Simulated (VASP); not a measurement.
# Sb (Pm-3m) in VASP: further runs, part 2 of 2

VASP 6.6.1. The steps go on from the part before.

## Step 4: Single point, PBE-based screened hybrid with 50 % exact exchange

Input file POSCAR:

```
Sb
1.0
    3.1600000000      0.0000000000      0.0000000000
    0.0000000000      3.1600000000      0.0000000000
    0.0000000000      0.0000000000      3.1600000000
Sb
1
Direct
    0.0000000000      0.0000000000      0.0000000000
```

Input file INCAR.step1:

```
SYSTEM = Sb
PREC = Accurate
ENCUT = 520
EDIFF = 1E-5
ISMEAR = -1
SIGMA = 0.05
LREAL = .False.
LASPH = .True.
NELM = 60
ALGO = Normal
ISIF = 2
LWAVE = .True.
LCHARG = .False.
GGA = PE
NBANDS = 8
```

Input file INCAR.step2:

```
SYSTEM = Sb
PREC = Accurate
ENCUT = 520
EDIFF = 1E-6
ISMEAR = -1
SIGMA = 0.05
LREAL = .False.
LASPH = .True.
NELM = 60
ALGO = Normal
ISIF = 2
LWAVE = .False.
LCHARG = .False.
GGA = PE
LHFCALC = .True.
AEXX = 0.5
HFSCREEN = 0.2
PRECFOCK = Normal
ISTART = 1
NBANDS = 8
```

Input file KPOINTS:

```
regular mesh
0
Gamma
  4 4 4
  0 0 0
```

Launch:

```console
$ cat potpaw_PBE.64/Sb/POTCAR > POTCAR
$ cp INCAR.step1 INCAR
$ mpirun -np 1 vasp_std > vasp.out
$ cp INCAR.step2 INCAR
$ mpirun -np 1 vasp_std > vasp.out
```

Wall time 2.1 min (1 thread of Intel Xeon 8259CL, shared host); peak memory 0.23 GiB.

It converged, with:

* Free energy: -5.9595 eV
* Pressure: -11.1 GPa
* Band gap on the k mesh: zero (an odd number of electrons rules out a gap without spin polarisation)

Levels at points of the mesh, in eV from the Fermi level:
```tsv
k point	band 1	band 2	band 3	band 4	band 5	band 6	band 7
(0.00, 0.00, 0.00)	-14.84	3.71	3.71	3.71	7.64	7.64	9.16
(0.50, 0.00, 0.00)	-12.07	-6.98	6.04	6.04	9.88	11.98	12.61
(0.50, 0.50, 0.00)	-8.93	-4.54	-4.54	3.00	8.28	13.87	14.51
(0.50, 0.50, 0.50)	-5.39	-2.33	-2.33	-2.33	5.80	5.80	5.80
```

Caveat: the k points lie up to 0.50 Å⁻¹ apart, too coarse for converged energies and pressures of a metal; the PAW data sets were made with another functional, which shifts forces and pressure a little; spin-orbit coupling is left out, which moves the levels of the heavy elements.

## Step 5: Single point, HSE06

POSCAR is that of step 4.

Input file INCAR.step1:

```
SYSTEM = Sb
  PREC = Accurate
  ENCUT = 400
  EDIFF = 1E-5
  ISMEAR = 1
  SIGMA = 0.05
  LREAL = .FALSE.
  LASPH = .TRUE.
  NELM = 120
  ALGO = Normal
  ISIF = 2
  LWAVE = .TRUE.
  LCHARG = .FALSE.
  GGA = PE
  NBANDS = 8
  GGA_COMPAT = .FALSE.
```

Input file INCAR.step2:

```
SYSTEM = Sb
  PREC = Accurate
  ENCUT = 400
  EDIFF = 1E-6
  ISMEAR = 1
  SIGMA = 0.05
  LREAL = .FALSE.
  LASPH = .TRUE.
  NELM = 120
  ALGO = Normal
  ISIF = 2
  LWAVE = .FALSE.
  LCHARG = .FALSE.
  GGA = PE
  LHFCALC = .TRUE.
  HFSCREEN = 0.2079
  PRECFOCK = Normal
  ISTART = 1
  NBANDS = 8
  GGA_COMPAT = .FALSE.
```

Input file KPOINTS:

```
Automatic mesh
0
G
  4 4 4
  0 0 0
```

Potentials or basis: VASP PAW PBE potentials, release 64 (Sb).

Launch:

```console
$ cat potpaw_PBE.64/Sb/POTCAR > POTCAR
$ cp INCAR.step1 INCAR
$ mpirun -np 1 vasp_std > vasp.out
$ cp INCAR.step2 INCAR
$ mpirun -np 1 vasp_std > vasp.out
```

OUTCAR:

```text
SYSTEM = Sb
   PREC = Accurate
   ENCUT = 400
   EDIFF = 1E-6
   ISMEAR = 1
   LREAL = .FALSE.
   LASPH = .TRUE.
   NELM = 120
   ISIF = 2
   GGA = PE
   LHFCALC = .TRUE.
   HFSCREEN = 0.2079
   PRECFOCK = Normal
   ISTART = 1

 ion  position               nearest neighbor table
   1  0.000  0.000  0.000-

  LATTYP: Found a simple cubic cell.
 ALAT       =     3.1600000000

  Lattice vectors:

 A1 = (   3.1600000000,   0.0000000000,   0.0000000000)
[... 281 lines left out ...]
      5      11.6398      0.00000
      6      11.6398      0.00000
      7      11.6398      0.00000
      8      13.9910      0.00000

------------------------ aborting loop because EDIFF is reached ----------------------------------------

  FORCE on cell =-STRESS in cart. coord.  units (eV):
  Direction    XX          YY          ZZ          XY          YZ          ZX
  --------------------------------------------------------------------------------------
  -------------------------------------------------------------------------------------
  Total       -1.2479878     -1.2479878     -1.2479878     -0.0000000      0.0000000      0.0000000
  in kB      -63.3664951    -63.3664951    -63.3664951     -0.0000000      0.0000000      0.0000000
  external PRESSURE =     -63.3664951 kB  Pullay stress =       0.0000000 kB

 VOLUME and BASIS-vectors are now :
 -----------------------------------------------------------------------------
  energy-cutoff  :      400.00
  volume of cell :       31.55
      direct lattice vectors                 reciprocal lattice vectors
     3.160000000  0.000000000  0.000000000     0.316455696  0.000000000  0.000000000
     0.000000000  3.160000000  0.000000000     0.000000000  0.316455696  0.000000000
     0.000000000  0.000000000  3.160000000     0.000000000  0.000000000  0.316455696

 POSITION                                       TOTAL-FORCE (eV/Angst)
 -----------------------------------------------------------------------------------
      0.00000      0.00000      0.00000         0.000000      0.000000      0.000000
 -----------------------------------------------------------------------------------
    total drift:                               -0.000001     -0.000001     -0.000001

  FREE ENERGIE OF THE ION-ELECTRON SYSTEM (eV)
  ---------------------------------------------------
  free  energy   TOTEN  =        -4.5210465870 eV

  energy  without entropy=       -4.5197080847  energy(sigma->0) =       -4.52060042
```

OUTCAR.step1:

```text
SYSTEM = Sb
   PREC = Accurate
   ENCUT = 400
   EDIFF = 1E-5
   ISMEAR = 1
   LREAL = .FALSE.
   LASPH = .TRUE.
   NELM = 120
[... 310 lines left out ...]
 -----------------------------------------------------------------------------------
      0.00000      0.00000      0.00000         0.000000      0.000000      0.000000
 -----------------------------------------------------------------------------------
    total drift:                                0.000000      0.000000      0.000000

  FREE ENERGIE OF THE ION-ELECTRON SYSTEM (eV)
  ---------------------------------------------------
  free  energy   TOTEN  =        -3.6859507173 eV

  energy  without entropy=       -3.6847298955  energy(sigma->0) =       -3.68554378
```

OSZICAR.step1:

```text
N       E                     dE             d eps       ncg     rms          rms(c)
DAV:   1     0.286815819410E+01    0.28682E+01   -0.14448E+03   160   0.310E+02
DAV:   2    -0.361831214185E+01   -0.64865E+01   -0.60679E+01   224   0.426E+01
DAV:   3    -0.368344918024E+01   -0.65137E-01   -0.65504E-01   192   0.523E+00
DAV:   4    -0.368372516184E+01   -0.27598E-03   -0.27589E-03   248   0.352E-01
DAV:   5    -0.368372684459E+01   -0.16828E-05   -0.16829E-05   208   0.192E-02    0.170E+00
DAV:   6    -0.368476416897E+01   -0.10373E-02   -0.19543E-03   192   0.234E-01    0.990E-01
DAV:   7    -0.368586513687E+01   -0.11010E-02   -0.42555E-03   160   0.344E-01    0.867E-02
DAV:   8    -0.368594515858E+01   -0.80022E-04   -0.15758E-04   224   0.809E-02    0.104E-02
DAV:   9    -0.368595071733E+01   -0.55587E-05   -0.38740E-06   184   0.120E-02
   1 F= -.36859507E+01 E0= -.36855438E+01  d E =-.122082E-02
```

It took 54 s on 1 thread of AMD EPYC 7R43 (Zen 3), shared host; peak memory 0.2 GiB.

Results:

* Free energy: -4.5210 eV
* Pressure: -6.3 GPa
* Band gap on the k mesh: zero (an odd number of electrons rules out a gap without spin polarisation)

Caveat: the k points lie up to 0.50 Å⁻¹ apart, too coarse for converged energies and pressures of a metal; the PAW data sets were made with another functional, which shifts forces and pressure a little; spin-orbit coupling is left out, which moves the levels of the heavy elements.

## Step 6: Single point, PBE0+D4 (39.44 Å³/atom)

This run uses another cell than the first one, of 39.44 Å³/atom.

Input file POSCAR:

```
Sb
1.0
    3.4040068100      0.0000000000      0.0000000000
    0.0000000000      3.4040068100      0.0000000000
    0.0000000000      0.0000000000      3.4040068100
Sb
1
Direct
    0.0000000000      0.0000000000      0.0000000000
```

Input file INCAR.step1:

```
PREC = Accurate ; ENCUT = 400
EDIFF = 1E-5 ; ISMEAR = -1
SIGMA = 0.1 ; LREAL = F
LASPH = T ; NELM = 120
ALGO = Normal ; ISIF = 2
LWAVE = T ; LCHARG = F
GGA = PE ; NBANDS = 8
GGA_COMPAT = F
```

Input file INCAR.step2:

```
PREC = Accurate ; ENCUT = 400
EDIFF = 1E-6 ; ISMEAR = -1
SIGMA = 0.1 ; LREAL = F
LASPH = T ; NELM = 120
ALGO = Normal ; ISIF = 2
LWAVE = F ; LCHARG = F
GGA = PE ; LHFCALC = T
AEXX = 0.25 ; PRECFOCK = Normal
IVDW = 13 ; ISTART = 1
NBANDS = 8 ; GGA_COMPAT = F
```

Input file KPOINTS:

```
Automatic mesh
0
Gamma
  4 4 4
```

Potentials or basis: VASP PAW PBE potentials, release 64 (Sb).

Launch:

```console
$ cat potpaw_PBE.64/Sb/POTCAR > POTCAR
$ cp INCAR.step1 INCAR
$ mpirun -np 1 vasp_std > vasp.out
$ cp INCAR.step2 INCAR
$ mpirun -np 1 vasp_std > vasp.out
```

OUTCAR:

```text
PREC = Accurate
   ENCUT = 400
   EDIFF = 1E-6
   ISMEAR = -1
   LREAL = F
   LASPH = T
   NELM = 120
   ISIF = 2
   GGA = PE
   LHFCALC = T
   AEXX = 0.25
   PRECFOCK = Normal
   IVDW = 13
   ISTART = 1

 ion  position               nearest neighbor table
   1  0.000  0.000  0.000-

  LATTYP: Found a simple cubic cell.
 ALAT       =     3.4040068100

  Lattice vectors:

 A1 = (   3.4040068100,   0.0000000000,   0.0000000000)
 A2 = (   0.0000000000,   3.4040068100,   0.0000000000)
 A3 = (   0.0000000000,   0.0000000000,   3.4040068100)

Analysis of symmetry for initial positions (statically):
=====================================================================
 Subroutine PRICEL returns:
 Original cell was already a primitive cell.

 Routine SETGRP: Setting up the symmetry group for a
 simple cubic supercell.

 Subroutine GETGRP returns: Found 48 space group operations
 (whereof 48 operations were pure point group operations)
 out of a pool of 48 trial point group operations.

The static configuration has the point symmetry O_h .

Analysis of symmetry for dynamics (positions and initial velocities):
=====================================================================
 Subroutine PRICEL returns:
 Original cell was already a primitive cell.

 Routine SETGRP: Setting up the symmetry group for a
 simple cubic supercell.

 Subroutine GETGRP returns: Found 48 space group operations
 (whereof 48 operations were pure point group operations)
 out of a pool of 48 trial point group operations.

The dynamic configuration has the point symmetry O_h .

 Subroutine INISYM returns: Found 48 space group operations
 (whereof 48 operations are pure point group operations),
 and found     1 'primitive' translations

----------------------------------------------------------------------------------------

                                     Primitive cell

  volume of cell :      39.4431

  direct lattice vectors                    reciprocal lattice vectors
     3.404006810  0.000000000  0.000000000     0.293771445  0.000000000  0.000000000
     0.000000000  3.404006810  0.000000000     0.000000000  0.293771445  0.000000000
     0.000000000  0.000000000  3.404006810     0.000000000  0.000000000  0.293771445

  length of vectors
     3.404006810  3.404006810  3.404006810     0.293771445  0.293771445  0.293771445

  position of ions in fractional coordinates (direct lattice)
     0.000000000  0.000000000  0.000000000

  ion indices of the primitive-cell ions
   primitive index   ion index
                 1           1

----------------------------------------------------------------------------------------

 KPOINTS: Automatic mesh

Automatic generation of k-mesh.
 Grid dimensions read from file:
 generate k-points for:    4    4    4

 Generating k-lattice:

  Cartesian coordinates                     Fractional coordinates (reciprocal lattice)
     0.073442861  0.000000000  0.000000000     0.250000000  0.000000000  0.000000000
     0.000000000  0.073442861  0.000000000     0.000000000  0.250000000  0.000000000
     0.000000000  0.000000000  0.073442861     0.000000000  0.000000000  0.250000000
[... 24 lines left out ...]
   k-points           NKPTS =     10   k-points in BZ     NKDIM =     64   number of bands    NBANDS=      8
   number of dos      NEDOS =    301   number of ions     NIONS =      1
   total plane-waves  NPLWV =  13824
   dimension x,y,z NGX =    24 NGY =   24 NGZ =   24
   dimension x,y,z NGXF=    48 NGYF=   48 NGZF=   48
   ions per type =               1
   NGX,Y,Z   is equivalent  to a cutoff of  11.72, 11.72, 11.72 a.u.
   NGXF,Y,Z  is equivalent  to a cutoff of  23.44, 23.44, 23.44 a.u.
 SYSTEM =  unknown system
   PREC   = accura    normal or accurate (medium, high low for compatibility)
   ISTART =      1    job   : 0-new  1-cont  2-samecut
   ICHARG =      0    charge: 1-file 2-atom 10-const
   ISPIN  =      1    spin polarized calculation?
   LNONCOLLINEAR =      F non collinear calculations
   LSORBIT =      F    spin-orbit coupling
   LASPH  =      T    aspherical Exc in radial PAW
   ENCUT  =  400.0 eV  29.40 Ry    5.42 a.u.   5.55  5.55  5.55*2*pi/ulx,y,z
   NELM   =    120;   NELMIN=  2; NELMDL=  0     # of ELM steps
   EDIFF  = 0.1E-05   stopping-criterion for ELM
   LREAL  =      F    real-space projection
   EDIFFG = 0.1E-04   stopping-criterion for IOM
   NSW    =      0    number of steps for IOM
   IBRION =     -1    ionic relax: 0-MD 1-quasi-New 2-CG
   NFREE  =      0    steps in history (QN), initial steepest desc. (CG)
   ISIF   =      2    stress and relaxation
   ISYM   =      3    0-nonsym 1-usesym 2-fastsym
   POTIM  = 0.5000    time-step for ionic-motion
   TEBEG  =    0.0;   TEEND  =   0.0 temperature during run
   PSTRESS=    0.0 pullay stress
   NELECT =       5.0000    total number of electrons
   NUPDOWN=      -1.0000    fix difference up-down
   EMIN   =  10.00;   EMAX   =-10.00  energy-range for DOS
   EFERMI =   0.00;   METHOD = LEGACY
   ISMEAR =    -1;   SIGMA  =   0.10  broadening in eV -4-tet -1-fermi 0-gaus
   EFERMI_NEDOS =   21; number of points for ismear=-14 and -15
   IALGO  =     38    algorithm
   IMIX   =      1    mixing-type and parameters
     AMIX     =   0.40;   BMIX     =  1.00
     AMIX_MAG =   1.60;   BMIX_MAG =  1.00
  volume/ion in A,a.u.               =      39.44       266.18
  Fermi-wavevector in a.u.,A,eV,Ry     =   0.822384  1.554080  9.201820  0.676315
  Thomas-Fermi vector in A             =   1.933709
   LORBIT       =      0    0 simple, 1 ext, 2 COOP (PROOUT), +10 PAW based schemes
   GGA     = PE    functional components
   LHFCALC =     T    Hartree Fock is set to
   PRECFOCK=normal    Normal, Fast or Accurate (Low or Medium for compatibility)
   ENCUT4O =  -1.0   cutoff for four orbital integrals eV
   NKREDX  =     1    reduce k-point grid by
   NKREDY  =     1    reduce k-point grid by
   NKREDZ  =     1    reduce k-point grid by
   AEXX    =    0.2500 exact exchange contribution
   HFSCREEN=    0.0000 screening length (either q_TF or 0.3 A-1)
   HFSCREENC=   0.0000 screening length for correlation (either q_TF or 0.3 A-1)
   ENCUTFOCK=  -1.0 apply spherical cutoff to Coloumb kernel
   IVDW    =    13    specifies the selected vdW correction
   LEPSILON=     F    determine dielectric tensor
   LRPA    =     F    only Hartree local field effects (RPA)
 non-spin polarized calculation
  energy-cutoff  :      400.00
  volume of cell :       39.44
 maximum number of plane-waves:       739
 NGX is ok and might be reduce to    24
  NGX = 18; NGY = 18; NGZ = 18

 number of electron       5.0000000 magnetization

 Free energy of the ion-electron system (eV)
  ---------------------------------------------------
  ext. energy  EPLUGINS =         0.00000000
  ---------------------------------------------------
  free energy    TOTEN  =        -4.67030956 eV

  energy without entropy =       -4.65273974  energy(sigma->0) =       -4.66152465

 E-fermi :   3.9431     XC(G=0):  -6.7739

 val. band max:        3.2311681308   @ k =   0.2500   0.2500   0.2500
 cond. band min:       4.0714773225   @ k =   0.2500   0.2500   0.2500
 fundamental gap:      0.8403091917
 Fermi energy:         3.9431271840

 k-point     1 :       0.0000    0.0000    0.0000
  band No.  band energies     occupation
      1      -8.4402      2.00000
      2       7.1041      0.00000
      3       7.1041      0.00000
      4       7.1041      0.00000
      5      11.3492      0.00000
      6      11.3492      0.00000
      7      11.4053      0.00000
      8      20.9669      0.00000
[... 89 lines left out ...]
 k-point    10 :       0.5000    0.5000    0.5000
  band No.  band energies     occupation
      1      -2.8473      2.00000
      2       2.1822      2.00000
      3       2.1822      2.00000
      4       2.1822      2.00000
      5       9.8583      0.00000
      6       9.8583      0.00000
      7       9.8583      0.00000
      8      12.1973      0.00000

------------------------ aborting loop because EDIFF is reached ----------------------------------------

  DFT-D4 for vdW energy calculation

  Edisp (eV):   -0.37691

  FORCE on cell =-STRESS in cart. coord.  units (eV):
  Direction    XX          YY          ZZ          XY          YZ          ZX
  --------------------------------------------------------------------------------------
  -------------------------------------------------------------------------------------
  Total      -2.83744    -2.83744    -2.83744    -0.00000    -0.00000    -0.00000
  in kB    -115.25650  -115.25650  -115.25650    -0.00000    -0.00000    -0.00000
  external pressure =     -115.26 kB  Pullay stress =        0.00 kB

 VOLUME and BASIS-vectors are now :
 -----------------------------------------------------------------------------
  energy-cutoff  :      400.00
  volume of cell :       39.44
      direct lattice vectors                 reciprocal lattice vectors
     3.404006810  0.000000000  0.000000000     0.293771445  0.000000000  0.000000000
     0.000000000  3.404006810  0.000000000     0.000000000  0.293771445  0.000000000
     0.000000000  0.000000000  3.404006810     0.000000000  0.000000000  0.293771445

 POSITION                                       TOTAL-FORCE (eV/Angst)
 -----------------------------------------------------------------------------------
      0.00000      0.00000      0.00000         0.000000      0.000000      0.000000
 -----------------------------------------------------------------------------------
    total drift:                                0.000002      0.000002      0.000002

  FREE ENERGIE OF THE ION-ELECTRON SYSTEM (eV)
  ---------------------------------------------------
  free  energy   TOTEN  =        -5.0472192756 eV

  energy  without entropy=       -5.0296494583  energy(sigma->0) =       -5.03843437
```

OUTCAR.step1:

```text
PREC = Accurate
   ENCUT = 400
   EDIFF = 1E-5
   ISMEAR = -1
   LREAL = F
[... 309 lines left out ...]

 POSITION                                       TOTAL-FORCE (eV/Angst)
 -----------------------------------------------------------------------------------
      0.00000      0.00000      0.00000         0.000000      0.000000      0.000000
 -----------------------------------------------------------------------------------
    total drift:                               -0.000000      0.000000      0.000000

  FREE ENERGIE OF THE ION-ELECTRON SYSTEM (eV)
  ---------------------------------------------------
  free  energy   TOTEN  =        -3.4212355496 eV

  energy  without entropy=       -3.3625259994  energy(sigma->0) =       -3.39188077
```

It took 50 s on 1 thread of AMD EPYC 7R43 (Zen 3), shared host; peak memory 0.11 GiB.

What came out:

```yaml
Free_energy: -5.0472 eV
Pressure: -11.5 GPa
Band_gap_on_the_k_mesh: zero (an odd number of electrons rules out a gap without spin polarisation)
Dispersion_energy_per_atom: -0.377 eV
```

Caveat: the k points lie up to 0.46 Å⁻¹ apart, too coarse for converged energies and pressures of a metal; the PAW data sets were made with another functional, which shifts forces and pressure a little; spin-orbit coupling is left out, which moves the levels of the heavy elements.

## Step 7: The runs side by side

| level | cell | cutoff (eV) | smearing | share of exact exchange | screening parameter | gap on the mesh (eV) | pressure (GPa) |
| --- | --- | --- | --- | --- | --- | --- | --- |
| PBE-based screened hybrid with 30 % exact exchange | a = 3.160 Å, 1 atom | 520 | fermi-dirac 0.05 eV | 0.3 | 0.2 1/Å | none | -7.2 |
| PBE-based screened hybrid with 40 % exact exchange | a = 3.160 Å, 1 atom | 520 | fermi-dirac 0.05 eV | 0.4 | 0.2 1/Å | none | -8.9 |
| PBE-based screened hybrid with 50 % exact exchange | a = 3.160 Å, 1 atom | 520 | fermi-dirac 0.05 eV | 0.5 | 0.2 1/Å | none | -11.1 |
| HSE06 | a = 3.160 Å, 1 atom | 400 | methfessel-paxton 0.05 eV | 0.25 | 0.2079 1/Å | none | -6.3 |
| PBE0+D4 | a = 3.404 Å, 1 atom | 400 | fermi-dirac 0.1 eV | 0.25 | - | none | -11.5 |

Alike in all rows: task single point; potentials or basis VASP PAW PBE potentials, release 64 (Sb); no spin polarisation; k mesh 4 × 4 × 4.

Caveats: all runs use coarse meshes; the PAW data sets were made with another functional, which shifts forces and pressure a little; spin-orbit coupling is left out, which moves the levels of the heavy elements.

Absolute energies hang on the potentials; compare differences alone.
